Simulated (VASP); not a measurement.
# Ge (Im-3m) in VASP: further runs, part 2 of 2

VASP 6.6.1. Earlier steps stand in the parts before.

### 4 Single point, LDA (20.06 Å³/atom)

This run uses another cell than the first one, of 20.06 Å³/atom.

File INCAR:

```
PREC = Accurate
ENCUT = 520
EDIFF = 1E-6
ISMEAR = -1
SIGMA = 0.1
LREAL = False
LASPH = True
NELM = 80
ALGO = Normal
ISIF = 2
LWAVE = False
LCHARG = True
LELF = True
LVHAR = True
NBANDS = 13
```

File KPOINTS:

```
Automatic mesh
0
Gamma
  15 15 15
```

File POSCAR:

```
Ge
1.0
   -1.7117989920      1.7117989920      1.7117989920
    1.7117989920     -1.7117989920      1.7117989920
    1.7117989920      1.7117989920     -1.7117989920
Ge
1
Direct
    0.0000000000      0.0000000000      0.0000000000
```

Started as:

```sh
cat potpaw_LDA.64/Ge_d/POTCAR > POTCAR
mpirun -np 1 vasp_std > vasp.out
```

It took 9.9 s on 1 thread of Intel Xeon Platinum 8488C (Sapphire Rapids), shared host; peak memory 0.14 GiB.

Results (log left out):

- Free energy: -4.8368 eV
- Pressure: -6.9 GPa
- Band gap on the k mesh: zero (bands 7 and 8 overlap by 11.16 eV)

Levels at points of the mesh, in eV from the Fermi level:
```csv
k point,band 4,band 5,band 6,band 7,band 8,band 9,band 10,band 11
"(0.00, 0.00, 0.00)",-24.73,-24.73,-12.65,8.41,8.41,8.41,14.56,14.56
```

Caveat: the cell stands under tension.

### 5 Relaxation of cell and atoms, LDA

This run uses another cell than the first one, of 19.24 Å³/atom.

File INCAR:

```
  PREC = Accurate
  ENCUT = 600
  EDIFF = 1E-6
  ISMEAR = -1
  SIGMA = 0.1
  LREAL = F
  LASPH = T
  NELM = 100
  ALGO = Normal
  ISIF = 3
  LWAVE = F
  LCHARG = F
  IBRION = 2
  NSW = 80
  EDIFFG = -0.01
```

File KPOINTS:

```
Automatic mesh
0
Gamma
  13 13 13
```

File POSCAR:

```
Ge
1.0
   -1.6879910177      1.6879910177      1.6879910177
    1.6879910177     -1.6879910177      1.6879910177
    1.6879910177      1.6879910177     -1.6879910177
Ge
1
Direct
    0.0000000000      0.0000000000      0.0000000000
```

Potentials or basis: VASP PAW LDA potentials, release 64 (Ge_d).

Started as:

```sh
cat potpaw_LDA.64/Ge_d/POTCAR > POTCAR
mpirun -np 1 vasp_std > vasp.out
```

OUTCAR:

```text
PREC = Accurate
   ENCUT = 600
   EDIFF = 1E-6
   ISMEAR = -1
   LREAL = F
   LASPH = T
   NELM = 100
   ISIF = 3
   IBRION = 2
   NSW = 80
   EDIFFG = -0.01

 ion  position               nearest neighbor table
   1  0.000  0.000  0.000-

  LATTYP: Found a body centered cubic cell.
 ALAT       =     3.3759820354

  Lattice vectors:

 A1 = (  -1.6879910177,   1.6879910177,   1.6879910177)
 A2 = (   1.6879910177,  -1.6879910177,   1.6879910177)
 A3 = (   1.6879910177,   1.6879910177,  -1.6879910177)

Analysis of symmetry for initial positions (statically):
=====================================================================
 Subroutine PRICEL returns:
 Original cell was already a primitive cell.

 Routine SETGRP: Setting up the symmetry group for a
 body centered cubic supercell.

 Subroutine GETGRP returns: Found 48 space group operations
 (whereof 48 operations were pure point group operations)
 out of a pool of 48 trial point group operations.

The static configuration has the point symmetry O_h .

Analysis of symmetry for dynamics (positions and initial velocities):
=====================================================================
 Subroutine PRICEL returns:
 Original cell was already a primitive cell.

 Routine SETGRP: Setting up the symmetry group for a
 body centered cubic supercell.

 Subroutine GETGRP returns: Found 48 space group operations
 (whereof 48 operations were pure point group operations)
 out of a pool of 48 trial point group operations.

The dynamic configuration has the point symmetry O_h .

 Subroutine INISYM returns: Found 48 space group operations
 (whereof 48 operations are pure point group operations),
 and found     1 'primitive' translations

----------------------------------------------------------------------------------------

                                     Primitive cell

  volume of cell :      19.2385

  direct lattice vectors                    reciprocal lattice vectors
    -1.687991018  1.687991018  1.687991018     0.000000000  0.296210107  0.296210107
     1.687991018 -1.687991018  1.687991018     0.296210107  0.000000000  0.296210107
     1.687991018  1.687991018 -1.687991018     0.296210107  0.296210107  0.000000000

  length of vectors
     2.923686205  2.923686205  2.923686205     0.418904351  0.418904351  0.418904351

  position of ions in fractional coordinates (direct lattice)
     0.000000000  0.000000000  0.000000000

  ion indices of the primitive-cell ions
   primitive index   ion index
                 1           1

----------------------------------------------------------------------------------------

 KPOINTS: Automatic mesh

Automatic generation of k-mesh.
 Grid dimensions read from file:
 generate k-points for:   13   13   13

 Generating k-lattice:

  Cartesian coordinates                     Fractional coordinates (reciprocal lattice)
     0.000000000  0.022785393  0.022785393     0.076923077  0.000000000  0.000000000
     0.022785393  0.000000000  0.022785393     0.000000000  0.076923077  0.000000000
     0.022785393  0.022785393  0.000000000     0.000000000  0.000000000  0.076923077

  Length of vectors
[... 38 lines left out ...]
   number of dos      NEDOS =    301   number of ions     NIONS =      1
   total plane-waves  NPLWV =  13824
   dimension x,y,z NGX =    24 NGY =   24 NGZ =   24
   dimension x,y,z NGXF=    48 NGYF=   48 NGZF=   48
   ions per type =               1
   NGX,Y,Z   is equivalent  to a cutoff of  13.65, 13.65, 13.65 a.u.
   NGXF,Y,Z  is equivalent  to a cutoff of  27.29, 27.29, 27.29 a.u.
 SYSTEM =  unknown system
   PREC   = accura    normal or accurate (medium, high low for compatibility)
   ISTART =      0    job   : 0-new  1-cont  2-samecut
   ICHARG =      2    charge: 1-file 2-atom 10-const
   ISPIN  =      1    spin polarized calculation?
   LNONCOLLINEAR =      F non collinear calculations
   LSORBIT =      F    spin-orbit coupling
   LASPH  =      T    aspherical Exc in radial PAW
   ENCUT  =  600.0 eV  44.10 Ry    6.64 a.u.   5.84  5.84  5.84*2*pi/ulx,y,z
   NELM   =    100;   NELMIN=  2; NELMDL= -5     # of ELM steps
   EDIFF  = 0.1E-05   stopping-criterion for ELM
   LREAL  =      F    real-space projection
   EDIFFG = -.1E-01   stopping-criterion for IOM
   NSW    =     80    number of steps for IOM
   IBRION =      2    ionic relax: 0-MD 1-quasi-New 2-CG
   NFREE  =      1    steps in history (QN), initial steepest desc. (CG)
   ISIF   =      3    stress and relaxation
   ISYM   =      2    0-nonsym 1-usesym 2-fastsym
   POTIM  = 0.5000    time-step for ionic-motion
   TEBEG  =    0.0;   TEEND  =   0.0 temperature during run
   PSTRESS=    0.0 pullay stress
   NELECT =      14.0000    total number of electrons
   NUPDOWN=      -1.0000    fix difference up-down
   EMIN   =  10.00;   EMAX   =-10.00  energy-range for DOS
   EFERMI =   0.00;   METHOD = LEGACY
   ISMEAR =    -1;   SIGMA  =   0.10  broadening in eV -4-tet -1-fermi 0-gaus
   EFERMI_NEDOS =   21; number of points for ismear=-14 and -15
   IALGO  =     38    algorithm
   IMIX   =      4    mixing-type and parameters
     AMIX     =   0.40;   BMIX     =  1.00
     AMIX_MAG =   1.60;   BMIX_MAG =  1.00
  volume/ion in A,a.u.               =      19.24       129.83
  Fermi-wavevector in a.u.,A,eV,Ry     =   1.472518  2.782656 29.501652  2.168310
  Thomas-Fermi vector in A             =   2.587523
   LORBIT       =      0    0 simple, 1 ext, 2 COOP (PROOUT), +10 PAW based schemes
   GGA     = CA    functional components
   LHFCALC =     F    Hartree Fock is set to
   AEXX    =    0.0000 exact exchange contribution
   IVDW    =     0    specifies the selected vdW correction
   LEPSILON=     F    determine dielectric tensor
   LRPA    =     F    only Hartree local field effects (RPA)
 conjugate gradient relaxation of ions
 non-spin polarized calculation
  energy-cutoff  :      600.00
  volume of cell :       19.24
 maximum number of plane-waves:       658
   NGX = 11   NGY = 11   NGZ = 11

--------------------------------------- Ionic step        1  -------------------------------------------

 number of electron      13.9999995 magnetization

 Free energy of the ion-electron system (eV)
  ---------------------------------------------------
  ext. energy  EPLUGINS =         0.00000000
  ---------------------------------------------------
  free energy    TOTEN  =        -4.86941648 eV

  energy without entropy =       -4.84998305  energy(sigma->0) =       -4.85969976

------------------------ aborting loop because EDIFF is reached ----------------------------------------

  FORCE on cell =-STRESS in cart. coord.  units (eV):
  Direction    XX          YY          ZZ          XY          YZ          ZX
  --------------------------------------------------------------------------------------
  -------------------------------------------------------------------------------------
  Total       -0.5395650     -0.5395650     -0.5395650      0.0000000     -0.0000000     -0.0000000
  in kB      -44.9349208    -44.9349208    -44.9349208      0.0000000     -0.0000000     -0.0000000
  external PRESSURE =     -44.9349208 kB  Pullay stress =       0.0000000 kB
[... 57 lines left out ...]
--------------------------------------- Ionic step        3  -------------------------------------------

 number of electron      14.0000006 magnetization

 Free energy of the ion-electron system (eV)
  ---------------------------------------------------
  ext. energy  EPLUGINS =         0.00000000
  ---------------------------------------------------
  free energy    TOTEN  =        -4.88914909 eV

  energy without entropy =       -4.86934591  energy(sigma->0) =       -4.87924750

 E-fermi :   7.0541     XC(G=0): -11.8455

 val. band max:        7.0368081013   @ k =  -0.2308   0.3846   0.0769
 cond. band min:       7.0614323733   @ k =   0.2308   0.1538   0.0000
 fundamental gap:      0.0246242719
 Fermi energy:         7.0541280632

 k-point     1 :       0.0000    0.0000    0.0000
  band No.  band energies     occupation
      1     -17.7685      2.00000
      2     -17.7685      2.00000
      3     -17.7685      2.00000
      4     -17.6678      2.00000
      5     -17.6678      2.00000
      6      -6.5225      2.00000
      7      16.6400      0.00000
      8      16.6400      0.00000
      9      16.6400      0.00000
     10      22.4978      0.00000
     11      22.4978      0.00000
[... 309 lines left out ...]
 k-point    24 :       0.2308    0.0769    0.0769
  band No.  band energies     occupation
      1     -17.7868      2.00000
      2     -17.7573      2.00000
      3     -17.6797      2.00000
      4     -17.6710      2.00000
      5     -17.6571      2.00000
      6      -3.6061      2.00000
      7       6.9901      1.30943
      8      10.8310      0.00000
      9      12.3215      0.00000
     10      20.3130      0.00000
     11      20.6336      0.00000

 [... further k-points ...]
[... 5 lines left out ...]
  --------------------------------------------------------------------------------------
  -------------------------------------------------------------------------------------
  Total        0.0041655      0.0041655      0.0041655      0.0000000     -0.0000000      0.0000000
  in kB        0.3726721      0.3726721      0.3726721      0.0000000     -0.0000000      0.0000000
  external PRESSURE =       0.3726721 kB  Pullay stress =       0.0000000 kB
[... 16 lines left out ...]
  FREE ENERGIE OF THE ION-ELECTRON SYSTEM (eV)
  ---------------------------------------------------
  free  energy   TOTEN  =        -4.8891490918 eV

  energy  without entropy=       -4.8693459121  energy(sigma->0) =       -4.87924750

 reached required accuracy - stopping structural energy minimisation
```

OSZICAR:

```text
N       E                     dE             d eps       ncg     rms          rms(c)
DAV:   1     0.580414770100E+02    0.58041E+02   -0.82262E+03  1891   0.372E+03
DAV:   2    -0.212423111577E+00   -0.58254E+02   -0.56348E+02  1898   0.426E+02
[... 16 lines left out ...]
   2 F= -.48887763E+01 E0= -.48788713E+01  d E =-.193599E-01
       N       E                     dE             d eps       ncg     rms          rms(c)
DAV:   1    -0.489782200348E+01   -0.90455E-02   -0.10737E-01  2127   0.861E+00    0.544E-01
DAV:   2    -0.489131812549E+01    0.65039E-02   -0.71953E-03  2100   0.226E+00    0.269E-01
DAV:   3    -0.488929065866E+01    0.20275E-02   -0.28052E-03  2112   0.122E+00    0.536E-02
DAV:   4    -0.488914885722E+01    0.14180E-03   -0.22767E-04  2103   0.387E-01    0.142E-02
DAV:   5    -0.488914909177E+01   -0.23454E-06   -0.25201E-06  1737   0.356E-02
   3 F= -.48891491E+01 E0= -.48792475E+01  d E =-.197326E-01
```

Wall time 14 s (1 thread of Intel Xeon Platinum 8488C (Sapphire Rapids), shared host); peak memory 0.14 GiB.

What came out:

- Free energy: -4.8891 eV
- Relaxed volume: 17.91 Å³/atom
- Relaxed cell: a = 2.855 Å, b = 2.855 Å, c = 2.855 Å, α = 109.47°, β = 109.47°, γ = 109.47°
- Space group after relaxing (to 0.1 Å): Im-3m (No. 229)
- Energy gained by relaxing: 19.7 meV/atom
- Ionic steps: 3
- Pressure after relaxing: 0.0 GPa
- Band gap on the k mesh: zero (bands 7 and 8 overlap by 12.62 eV)

The path:
```tsv
step	energy change (eV)	largest force (eV/Å)	pressure (GPa)	volume (Å³)
1	0.0000	0.0000	-4.49	19.24
2	-0.0194	0.0000	0.54	17.77
3	-0.0197	0.0000	0.04	17.91
```

Final structure:
```
Ge
1.0
    -1.64815    1.64815    1.64815
     1.64815   -1.64815    1.64815
     1.64815    1.64815   -1.64815
Ge
1
Cartesian
  0.0000 0.0000 0.0000
```

Levels at points of the mesh, in eV from the Fermi level:
```csv
k point,band 4,band 5,band 6,band 7,band 8,band 9,band 10,band 11
"(0.00, 0.00, 0.00)",-24.72,-24.72,-13.58,9.59,9.59,9.59,15.44,15.44
```

### 6 Single point, LDA

This run uses another cell than the first one, of 17.91 Å³/atom.

File INCAR:

```
SYSTEM = Ge
PREC = Accurate
ENCUT = 520
EDIFF = 1E-6
ISMEAR = -1
SIGMA = 0.1
LREAL = .FALSE.
LASPH = .TRUE.
NELM = 60
ALGO = Normal
ISIF = 2
LWAVE = .FALSE.
LCHARG = .FALSE.
NBANDS = 13
```

File KPOINTS:

```
Automatic mesh
0
G
  22 22 22
  0 0 0
```

File POSCAR:

```
Ge
1.0
   -1.6483398522      1.6483398522      1.6483398522
    1.6483398522     -1.6483398522      1.6483398522
    1.6483398522      1.6483398522     -1.6483398522
Ge
1
Direct
    0.0000000000      0.0000000000      0.0000000000
```

Potentials or basis: VASP PAW LDA potentials, release 64 (Ge_d).

Started as:

```sh
cat potpaw_LDA.64/Ge_d/POTCAR > POTCAR
mpirun -np 1 vasp_std > vasp.out
```

It took 24 s on 1 thread of Intel Xeon Platinum 8488C (Sapphire Rapids), shared host; peak memory 0.18 GiB.

The run converged. Its results:

```yaml
Free_energy: -4.8912 eV
Pressure: -0.1 GPa
Band_gap_on_the_k_mesh: zero (bands 7 and 8 overlap by 12.70 eV)
```

Levels at points of the mesh, in eV from the Fermi level:
```csv
k point,band 5,band 6,band 7,band 8,band 9,band 10
"(0.00, 0.00, 0.00)",-24.74,-13.59,9.57,9.57,9.57,15.43
"(0.50, 0.00, 0.00)",-24.68,-7.57,-5.57,4.54,6.96,9.90
"(0.50, 0.50, 0.50)",-24.69,-2.38,-0.51,-0.51,-0.51,4.46
```

### 7 Summary

```tsv
task	cell	k mesh	cutoff (eV)	gap on the mesh (eV)	pressure (GPa)
single point	a = 2.893 Å, angles 109.5°, 1 atom	15 × 15 × 15	520	none	-3.3
single point	a = 2.929 Å, angles 109.5°, 1 atom	15 × 15 × 15	520	none	-5.2
single point	a = 2.965 Å, angles 109.5°, 1 atom	15 × 15 × 15	520	none	-6.9
relaxation of cell and atoms	relaxed from a = 2.924 Å, angles 109.5°, 1 atom	13 × 13 × 13	600	none	0.0
single point	a = 2.855 Å, angles 109.5°, 1 atom	22 × 22 × 22	520	none	-0.1
```

Alike in all rows: level LDA; potentials or basis VASP PAW LDA potentials, release 64 (Ge_d); no spin polarisation; smearing fermi-dirac 0.1 eV.

Caveats: the cell stands under tension (at least some runs).

Absolute energies hang on the potentials; compare differences alone.
